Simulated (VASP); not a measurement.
Runs of VASP 6.6.1 on Ag. The structure is that of space group P6_3/mmc (No. 194), or close to it. The cells are those of the table. 

| cell | gap on the mesh (eV) | pressure (GPa) |
| --- | --- | --- |
| a = 3.093, b = 3.093, c = 4.298 Å, angles 90.0, 90.0, 120.0°, 2 atoms | none | (a) |
| a = 3.013, b = 3.013, c = 4.531 Å, angles 90.0, 90.0, 120.0°, 2 atoms | none | (b) |
| a = 2.883, b = 2.883, c = 4.948 Å, angles 90.0, 90.0, 120.0°, 2 atoms | none | -10.3 |
| a = 2.970, b = 2.970, c = 4.661 Å, angles 90.0, 90.0, 120.0°, 2 atoms | none | -10.4 |
| a = 2.838, b = 2.838, c = 5.104 Å, angles 90.0, 90.0, 120.0°, 2 atoms | none | -9.5 |
| a = 2.757, b = 2.757, c = 5.409 Å, angles 90.0, 90.0, 120.0°, 2 atoms | none | -6.4 |

Alike in all rows: task single point; level LDA; potentials or basis VASP PAW LDA potentials, release 64 (Ag); no spin polarisation; k mesh 24 × 24 × 12; cutoff (eV) 520; smearing methfessel-paxton 0.1 eV.

**Question.** Estimate the missing entries.

**Answer.** (a) -7.9; (b) -9.8.

A k mesh can miss the band edges, and the runs leave out spin-orbit coupling on Ag.

A gap of «none» marks levels without a gap at the run's occupations.
